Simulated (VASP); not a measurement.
# KCl (Fm-3m) in VASP: a series of runs

Aim: see how the results for KCl move with the level of theory and the settings. Levels: PBE-based screened hybrid, HSE06, HSE06+D3(BJ). Tasks: single point.

All numbers are computed with VASP 6.6.1; they aren't measurements. Logs are shortened: lines on timing, memory, paths and dates and some standing lists are left out, and cuts for length are marked.

### Step 1. The cell of the first run

It takes space group Fm-3m (No. 225, cubic). Conventional cell: a = 6.290 Å, b = 6.290 Å, c = 6.290 Å, α = 90.00°, β = 90.00°, γ = 90.00°. Within 4.1 Å of K (site symmetry m-3m) lie 6 Cl at 3.14 Å. Cl (site symmetry m-3m) has 6 K at 3.14 Å within 4.1 Å.

### Step 2. Single point, PBE-based screened hybrid

POSCAR

```
KCl
1.0
    0.0000000000      3.1448483221      3.1448483221
    3.1448483221      0.0000000000      3.1448483221
    3.1448483221      3.1448483221      0.0000000000
K Cl
1 1
Direct
    0.0000000000      0.0000000000      0.0000000000
    0.5000000000      0.5000000000      0.5000000000
```

INCAR.step1

```
ALGO     = Normal         # electronic algorithm
EDIFF    = 1E-5           # SCF threshold, eV
ENCUT    = 520            # plane-wave cutoff, eV
GGA      = PE             # functional
ISIF     = 2              # what is computed and relaxed
ISMEAR   = 0              # smearing method
LASPH    = T              # aspherical terms in the spheres
LCHARG   = F              # write CHGCAR
LREAL    = F              # projectors in reciprocal space
LWAVE    = T              # write WAVECAR
NBANDS   = 15             # bands
NELM     = 80             # most SCF steps
PREC     = Accurate       # precision mode
SIGMA    = 0.01           # smearing width, eV
```

INCAR.step2

```
AEXX     = 0.75           # exact-exchange fraction
ALGO     = Normal         # electronic algorithm
EDIFF    = 1E-7           # SCF threshold, eV
ENCUT    = 520            # plane-wave cutoff, eV
GGA      = PE             # functional
HFSCREEN = 0.5            # screening, 1/A
ISIF     = 2              # what is computed and relaxed
ISMEAR   = 0              # smearing method
ISTART   = 1            
LASPH    = T              # aspherical terms in the spheres
LCHARG   = F              # write CHGCAR
LHFCALC  = T              # exact exchange
LREAL    = F              # projectors in reciprocal space
LWAVE    = F              # write WAVECAR
NBANDS   = 15             # bands
NELM     = 80             # most SCF steps
PREC     = Accurate       # precision mode
PRECFOCK = Normal       
SIGMA    = 0.01           # smearing width, eV
```

KPOINTS

```
k-points
0
Gamma
  4 4 4
```

Potentials or basis: VASP PAW PBE potentials, release 64 (K_sv, Cl).

Run with:

```sh
$ cat potpaw_PBE.64/K_sv/POTCAR potpaw_PBE.64/Cl/POTCAR > POTCAR
$ cp INCAR.step1 INCAR
$ mpirun -np 1 vasp_std > vasp.out
$ cp INCAR.step2 INCAR
$ mpirun -np 1 vasp_std > vasp.out
```

OUTCAR:

```text
AEXX = 0.75
   EDIFF = 1E-7
   ENCUT = 520
   GGA = PE
   HFSCREEN = 0.5
   ISIF = 2
   ISMEAR = 0
   ISTART = 1
   LASPH = T
   LHFCALC = T
   LREAL = F
   NELM = 80
   PREC = Accurate
   PRECFOCK = Normal

 ion  position               nearest neighbor table
   1  0.000  0.000  0.000-   2 3.14   2 3.14   2 3.14   2 3.14   2 3.14   2 3.14
   2  0.500  0.500  0.500-   1 3.14   1 3.14   1 3.14   1 3.14   1 3.14   1 3.14

  LATTYP: Found a face centered cubic cell.
 ALAT       =     6.2896966442

  Lattice vectors:

 A1 = (   0.0000000000,   3.1448483221,   3.1448483221)
 A2 = (   3.1448483221,   0.0000000000,   3.1448483221)
 A3 = (   3.1448483221,   3.1448483221,   0.0000000000)

Analysis of symmetry for initial positions (statically):
=====================================================================
 Subroutine PRICEL returns:
 Original cell was already a primitive cell.

 Routine SETGRP: Setting up the symmetry group for a
 face centered cubic supercell.

 Subroutine GETGRP returns: Found 48 space group operations
 (whereof 48 operations were pure point group operations)
 out of a pool of 48 trial point group operations.

The static configuration has the point symmetry O_h .

Analysis of symmetry for dynamics (positions and initial velocities):
=====================================================================
 Subroutine PRICEL returns:
 Original cell was already a primitive cell.

 Routine SETGRP: Setting up the symmetry group for a
 face centered cubic supercell.

 Subroutine GETGRP returns: Found 48 space group operations
 (whereof 48 operations were pure point group operations)
 out of a pool of 48 trial point group operations.

The dynamic configuration has the point symmetry O_h .

 Subroutine INISYM returns: Found 48 space group operations
 (whereof 48 operations are pure point group operations),
 and found     1 'primitive' translations

----------------------------------------------------------------------------------------

                                     Primitive cell

  volume of cell :      62.2055

  direct lattice vectors                    reciprocal lattice vectors
     0.000000000  3.144848322  3.144848322    -0.158990180  0.158990180  0.158990180
     3.144848322  0.000000000  3.144848322     0.158990180 -0.158990180  0.158990180
     3.144848322  3.144848322  0.000000000     0.158990180  0.158990180 -0.158990180

  length of vectors
     4.447487149  4.447487149  4.447487149     0.275379069  0.275379069  0.275379069

  position of ions in fractional coordinates (direct lattice)
     0.000000000  0.000000000  0.000000000
     0.500000000  0.500000000  0.500000000

  ion indices of the primitive-cell ions
   primitive index   ion index
                 1           1
                 2           2

----------------------------------------------------------------------------------------

 KPOINTS: k-points

Automatic generation of k-mesh.
 Grid dimensions read from file:
 generate k-points for:    4    4    4

 Generating k-lattice:

  Cartesian coordinates                     Fractional coordinates (reciprocal lattice)
    -0.039747545  0.039747545  0.039747545     0.250000000  0.000000000  0.000000000
     0.039747545 -0.039747545  0.039747545     0.000000000  0.250000000  0.000000000
     0.039747545  0.039747545 -0.039747545     0.000000000  0.000000000  0.250000000

  Length of vectors
     0.068844767  0.068844767  0.068844767

  Shift w.r.t. Gamma in fractional coordinates (k-lattice)
     0.000000000  0.000000000  0.000000000

 Subroutine IBZKPT returns following result:
 ===========================================

 Found      8 irreducible k-points:

 Following reciprocal coordinates:
            Coordinates               Weight
  0.000000  0.000000  0.000000      1.000000
  0.250000  0.000000  0.000000      8.000000
  0.500000  0.000000  0.000000      4.000000
  0.250000  0.250000  0.000000      6.000000
  0.500000  0.250000  0.000000     24.000000
 -0.250000  0.250000  0.000000     12.000000
  0.500000  0.500000  0.000000      3.000000
 -0.250000  0.500000  0.250000      6.000000
   k-points           NKPTS =      8   k-points in BZ     NKDIM =     64   number of bands    NBANDS=     15
   number of dos      NEDOS =    301   number of ions     NIONS =      2
   total plane-waves  NPLWV =  46656
   dimension x,y,z NGX =    36 NGY =   36 NGZ =   36
   dimension x,y,z NGXF=    72 NGYF=   72 NGZF=   72
   ions per type =               1   1
   NGX,Y,Z   is equivalent  to a cutoff of  13.46, 13.46, 13.46 a.u.
   NGXF,Y,Z  is equivalent  to a cutoff of  26.91, 26.91, 26.91 a.u.
 SYSTEM =  unknown system
   PREC   = accura    normal or accurate (medium, high low for compatibility)
   ISTART =      1    job   : 0-new  1-cont  2-samecut
   ICHARG =      0    charge: 1-file 2-atom 10-const
   ISPIN  =      1    spin polarized calculation?
   LNONCOLLINEAR =      F non collinear calculations
   LSORBIT =      F    spin-orbit coupling
   LASPH  =      T    aspherical Exc in radial PAW
   ENCUT  =  520.0 eV  38.22 Ry    6.18 a.u.   8.27  8.27  8.27*2*pi/ulx,y,z
   NELM   =     80;   NELMIN=  2; NELMDL=  0     # of ELM steps
   EDIFF  = 0.1E-06   stopping-criterion for ELM
   LREAL  =      F    real-space projection
   EDIFFG = 0.1E-05   stopping-criterion for IOM
   NSW    =      0    number of steps for IOM
   IBRION =     -1    ionic relax: 0-MD 1-quasi-New 2-CG
   NFREE  =      0    steps in history (QN), initial steepest desc. (CG)
   ISIF   =      2    stress and relaxation
   ISYM   =      3    0-nonsym 1-usesym 2-fastsym
   POTIM  = 0.5000    time-step for ionic-motion
   TEBEG  =    0.0;   TEEND  =   0.0 temperature during run
   PSTRESS=    0.0 pullay stress
   NELECT =      16.0000    total number of electrons
   NUPDOWN=      -1.0000    fix difference up-down
   EMIN   =  10.00;   EMAX   =-10.00  energy-range for DOS
   EFERMI =   0.00;   METHOD = LEGACY
   ISMEAR =     0;   SIGMA  =   0.01  broadening in eV -4-tet -1-fermi 0-gaus
   EFERMI_NEDOS =   21; number of points for ismear=-14 and -15
   IALGO  =     38    algorithm
   IMIX   =      1    mixing-type and parameters
     AMIX     =   0.40;   BMIX     =  1.00
     AMIX_MAG =   1.60;   BMIX_MAG =  1.00
  volume/ion in A,a.u.               =      31.10       209.89
  Fermi-wavevector in a.u.,A,eV,Ry     =   1.041130  1.967451 14.748069  1.083952
  Thomas-Fermi vector in A             =   2.175737
   LORBIT       =      0    0 simple, 1 ext, 2 COOP (PROOUT), +10 PAW based schemes
   GGA     = PE    functional components
   LHFCALC =     T    Hartree Fock is set to
   PRECFOCK=normal    Normal, Fast or Accurate (Low or Medium for compatibility)
   ENCUT4O =  -1.0   cutoff for four orbital integrals eV
   NKREDX  =     1    reduce k-point grid by
   NKREDY  =     1    reduce k-point grid by
   NKREDZ  =     1    reduce k-point grid by
   AEXX    =    0.7500 exact exchange contribution
   HFSCREEN=    0.5000 screening length (either q_TF or 0.3 A-1)
   HFSCREENC=   0.5000 screening length for correlation (either q_TF or 0.3 A-1)
   ENCUTFOCK=  -1.0 apply spherical cutoff to Coloumb kernel
   IVDW    =     0    specifies the selected vdW correction
   LEPSILON=     F    determine dielectric tensor
   LRPA    =     F    only Hartree local field effects (RPA)
 non-spin polarized calculation
 Gauss-broadening in eV      SIGMA  =   0.01
  energy-cutoff  :      520.00
  volume of cell :       62.21
 maximum number of plane-waves:      1700
 NGX is ok and might be reduce to    36
  NGX = 28; NGY = 28; NGZ = 28

 number of electron      16.0000001 magnetization

 Free energy of the ion-electron system (eV)
  ---------------------------------------------------
  ext. energy  EPLUGINS =         0.00000000
  ---------------------------------------------------
  free energy    TOTEN  =        -8.70605439 eV

  energy without entropy =       -8.70605439  energy(sigma->0) =       -8.70605439

 E-fermi :  -3.5593     XC(G=0):  -4.9754

 val. band max:       -3.6120768765   @ k =   0.0000   0.0000   0.0000
 cond. band min:       3.6619943065   @ k =   0.0000   0.0000   0.0000
 fundamental gap:      7.2740711831
 Fermi energy:        -3.5592572896

 k-point     1 :       0.0000    0.0000    0.0000
  band No.  band energies     occupation
      1     -36.3153      2.00000
      2     -18.5982      2.00000
      3     -16.0079      2.00000
      4     -16.0079      2.00000
      5     -16.0079      2.00000
      6      -3.6121      2.00000
      7      -3.6121      2.00000
      8      -3.6121      2.00000
      9       3.6620      0.00000
     10       7.2179      0.00000
     11       7.2179      0.00000
     12       7.2179      0.00000
     13       8.3824      0.00000
     14       8.3824      0.00000
     15      11.4089      0.00000

 k-point     2 :       0.2500    0.0000    0.0000
  band No.  band energies     occupation
      1     -36.3100      2.00000
      2     -18.6574      2.00000
      3     -16.0102      2.00000
      4     -16.0102      2.00000
      5     -15.9117      2.00000
      6      -4.1807      2.00000
      7      -3.7788      2.00000
      8      -3.7788      2.00000
      9       4.9447      0.00000
     10       6.8707      0.00000
     11       8.0658      0.00000
     12       8.0658      0.00000
     13       9.2576      0.00000
     14       9.2576      0.00000
     15      13.0781      0.00000
[... 77 lines left out ...]
      3     -16.1407      2.00000
      4     -16.0612      2.00000
      5     -16.0612      2.00000
      6      -4.2808      2.00000
      7      -3.8468      2.00000
      8      -3.8468      2.00000
      9       5.0734      0.00000
     10       7.0726      0.00000
     11       8.7201      0.00000
     12       9.6260      0.00000
     13      10.0395      0.00000
     14      11.4498      0.00000
     15      11.4498      0.00000

 k-point     8 :      -0.2500    0.5000    0.2500
  band No.  band energies     occupation
      1     -36.3015      2.00000
      2     -18.5594      2.00000
      3     -16.1007      2.00000
      4     -16.1007      2.00000
      5     -15.9396      2.00000
      6      -4.1043      2.00000
      7      -4.0904      2.00000
      8      -4.0904      2.00000
      9       6.6824      0.00000
     10       6.6824      0.00000
     11       8.2680      0.00000
     12       9.0597      0.00000
     13      11.1395      0.00000
     14      11.4604      0.00000
     15      11.5038      0.00000

------------------------ aborting loop because EDIFF is reached ----------------------------------------

  FORCE on cell =-STRESS in cart. coord.  units (eV):
  Direction    XX          YY          ZZ          XY          YZ          ZX
  --------------------------------------------------------------------------------------
  -------------------------------------------------------------------------------------
  Total       -0.0236844     -0.0236844     -0.0236844     -0.0000000     -0.0000000     -0.0000000
  in kB       -0.6100199     -0.6100199     -0.6100199     -0.0000000     -0.0000000     -0.0000000
  external PRESSURE =      -0.6100199 kB  Pullay stress =       0.0000000 kB

 VOLUME and BASIS-vectors are now :
 -----------------------------------------------------------------------------
  energy-cutoff  :      520.00
  volume of cell :       62.21
      direct lattice vectors                 reciprocal lattice vectors
     0.000000000  3.144848322  3.144848322    -0.158990180  0.158990180  0.158990180
     3.144848322  0.000000000  3.144848322     0.158990180 -0.158990180  0.158990180
     3.144848322  3.144848322  0.000000000     0.158990180  0.158990180 -0.158990180

 POSITION                                       TOTAL-FORCE (eV/Angst)
 -----------------------------------------------------------------------------------
      0.00000      0.00000      0.00000         0.000000     -0.000000     -0.000000
      3.14485      3.14485      3.14485        -0.000000      0.000000      0.000000
 -----------------------------------------------------------------------------------
    total drift:                               -0.000000     -0.000000     -0.000000

  FREE ENERGIE OF THE ION-ELECTRON SYSTEM (eV)
  ---------------------------------------------------
  free  energy   TOTEN  =        -8.7060543950 eV

  energy  without entropy=       -8.7060543950  energy(sigma->0) =       -8.70605439
```

It took 20 min on 1 thread of Oxide Virtual Turin-like, shared host; peak memory 0.28 GiB.

Results:

* Free energy: -8.7061 eV
* Pressure: -0.1 GPa
* Band gap on the k mesh: 7.27 eV, direct

Levels at points of the mesh, in eV from the valence-band top:
| k point | band 5 | band 6 | band 7 | band 8 | band 9 | band 10 | band 11 | band 12 |
| --- | --- | --- | --- | --- | --- | --- | --- | --- |
| (0.00, 0.00, 0.00) | -12.40 | 0.00 | 0.00 | 0.00 | 7.27 | 10.83 | 10.83 | 10.83 |
| (0.50, 0.00, 0.00) | -12.21 | -1.05 | -0.32 | -0.32 | 9.66 | 10.99 | 13.52 | 13.52 |
| (0.50, 0.50, 0.00) | -12.45 | -0.67 | -0.23 | -0.23 | 8.69 | 10.68 | 12.33 | 13.24 |

Caveat: the k points lie up to 0.43 Å⁻¹ apart; the PAW data sets were made with another functional, which shifts forces and pressure a little.

### Step 3. Single point, HSE06

POSCAR is that of step 2.

INCAR.step1

```
SYSTEM = KCl
PREC = Accurate
ENCUT = 520
EDIFF = 1E-5
ISMEAR = 0
SIGMA = 0.01
LREAL = .False.
LASPH = .True.
NELM = 60
ALGO = Normal
ISIF = 2
LWAVE = .True.
LCHARG = .False.
NBANDS = 15
GGA = PE
```

INCAR.step2

```
SYSTEM = KCl
PREC = Accurate
ENCUT = 520
EDIFF = 1E-6
ISMEAR = 0
SIGMA = 0.01
LREAL = .False.
LASPH = .True.
NELM = 60
ALGO = Normal
ISIF = 2
LWAVE = .False.
LCHARG = .False.
GGA = PE
LHFCALC = .True.
HFSCREEN = 0.2079
PRECFOCK = Normal
NBANDS = 15
ISTART = 1
```

KPOINTS

```
regular mesh
0
Gamma
  4 4 4
  0 0 0
```

Potentials or basis: VASP PAW PBE potentials, release 64 (K_sv, Cl).

Run with:

```sh
$ cat potpaw_PBE.64/K_sv/POTCAR potpaw_PBE.64/Cl/POTCAR > POTCAR
$ cp INCAR.step1 INCAR
$ mpirun -np 1 vasp_std > vasp.out
$ cp INCAR.step2 INCAR
$ mpirun -np 1 vasp_std > vasp.out
```

Run time: 14 min. Hardware: 1 thread of Oxide Virtual Turin-like, shared host; peak memory 0.28 GiB.

The run converged. Its results:

```yaml
Free_energy: -7.8650 eV
Pressure: 0.5 GPa
Band_gap_on_the_k_mesh: 6.50 eV, direct
```

Levels at points of the mesh, in eV from the valence-band top:
| k point | band 5 | band 6 | band 7 | band 8 | band 9 | band 10 | band 11 | band 12 |
| --- | --- | --- | --- | --- | --- | --- | --- | --- |
| (0.00, 0.00, 0.00) | -11.37 | 0.00 | 0.00 | 0.00 | 6.50 | 9.92 | 9.92 | 9.92 |
| (0.50, 0.00, 0.00) | -11.14 | -1.10 | -0.34 | -0.34 | 8.90 | 10.11 | 12.32 | 12.32 |
| (0.50, 0.50, 0.00) | -11.42 | -0.70 | -0.24 | -0.24 | 7.89 | 9.83 | 11.50 | 12.03 |

Caveat: the k points lie up to 0.43 Å⁻¹ apart; the PAW data sets were made with another functional, which shifts forces and pressure a little.

### Step 4. Single point, HSE06+D3(BJ)

POSCAR is that of step 3.

INCAR.step1

```
  ALGO = Normal
  EDIFF = 1E-5
  ENCUT = 520
  GGA = PE
  ISIF = 2
  ISMEAR = 0
  LASPH = T
  LREAL = F
  LWAVE = T
  NBANDS = 15
  NELM = 60
  PREC = Accurate
  SIGMA = 0.01
```

INCAR.step2

```
  ALGO = Normal
  EDIFF = 1E-6
  ENCUT = 520
  GGA = PE
  HFSCREEN = 0.2079
  ISIF = 2
  ISMEAR = 0
  ISTART = 1
  IVDW = 12
  LASPH = T
  LCHARG = T
  LELF = T
  LHFCALC = T
  LREAL = F
  LVHAR = T
  LWAVE = F
  NBANDS = 15
  NELM = 60
  PREC = Accurate
  PRECFOCK = Normal
  SIGMA = 0.01
  VDW_A1 = 0.383
  VDW_A2 = 5.685
  VDW_S6 = 1.0
  VDW_S8 = 2.31
```

KPOINTS

```
k-points
0
Gamma
  4 4 4
```

Run with:

```sh
$ cat potpaw_PBE.64/K_sv/POTCAR potpaw_PBE.64/Cl/POTCAR > POTCAR
$ cp INCAR.step1 INCAR
$ mpirun -np 1 vasp_std > vasp.out
$ cp INCAR.step2 INCAR
$ mpirun -np 1 vasp_std > vasp.out
```

It took 11 min on 1 thread of Oxide Virtual Turin-like, shared host; peak memory 0.28 GiB.

It converged, with:

```
Free energy                : -8.3804 eV
Pressure                   : -0.8 GPa
Band gap on the k mesh     : 6.50 eV, direct
Dispersion energy per atom : -0.258 eV
```

Levels at points of the mesh, in eV from the valence-band top:
```
           k point  band 6  band 7  band 8  band 9  band 10  band 11
(0.00, 0.00, 0.00)    0.00    0.00    0.00    6.50     9.92     9.92
(0.50, 0.00, 0.00)   -1.10   -0.34   -0.34    8.90    10.11    12.32
(0.50, 0.50, 0.00)   -0.70   -0.24   -0.24    7.89     9.83    11.50
```

Caveat: the k points lie up to 0.43 Å⁻¹ apart; the PAW data sets were made with another functional, which shifts forces and pressure a little.

### Step 5. Overview

| level | share of exact exchange | screening parameter | gap on the mesh (eV) | pressure (GPa) |
| --- | --- | --- | --- | --- |
| PBE-based screened hybrid | 0.75 | 0.5 1/Å | 7.27 | -0.1 |
| HSE06 | - | 0.2079 1/Å | 6.50 | 0.5 |
| HSE06+D3(BJ) | - | 0.2079 1/Å | 6.50 | -0.8 |

Alike in all rows: task single point; potentials or basis VASP PAW PBE potentials, release 64 (K_sv, Cl); no spin polarisation; cell as given; k mesh 4 × 4 × 4; cutoff (eV) 520; smearing gaussian 0.01 eV.

Caveats: all runs use coarse meshes; the PAW data sets were made with another functional, which shifts forces and pressure a little.

Absolute energies hang on the potentials; compare differences alone.
